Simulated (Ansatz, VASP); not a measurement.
## Ag in VASP and in Ansatz

```
CELL_PARAMETERS angstrom
2.75851 0.00000 0.00000
-1.37926 2.38894 0.00000
0.00000 0.00000 4.98524
ATOMIC_POSITIONS crystal
Ag 0.33333 0.66667 0.25000
Ag 0.66667 0.33333 0.75000
```

Change from the starting cell: strain -0.050 along x and y, +0.050 along z, atoms carried along.

Alike in both runs: task single point; functional r2SCAN; k mesh 24 × 24 × 14; occupations gaussian, width 0.15 eV; no spin polarisation.

|  | VASP | Ansatz |
| --- | --- | --- |
| version | VASP 6.6.1 | Ansatz 0.2.0 |
| potentials or method | VASP PAW PBE potentials, release 64 (Ag), cutoff 520 eV | scalar-relativistic, plane waves, PAW |
| valence electrons in the cell | 22 | 38 |

Ansatz gave:

```
gap on the k mesh at the Fermi level (eV)                     : none
pressure (GPa)                                                : 8.0
traceless stress, the component that is largest in VASP (GPa) : -8.71
```

Question: What did VASP give for the same quantities?

Answer: gap on the k mesh at the Fermi level (eV): none; pressure (GPa): 8.2; traceless stress, the component that is largest in VASP (GPa): -8.86.

VASP's potentials were made for PBE, not for r2SCAN. A gap of «none» marks a metal or a gap that the smearing closes. With one functional, cell and mesh, what is left measures potentials, basis and numerics. VASP's potentials hold 22 valence electrons a cell and Ansatz's 38, so a difference there can come from the potentials and not from the codes.
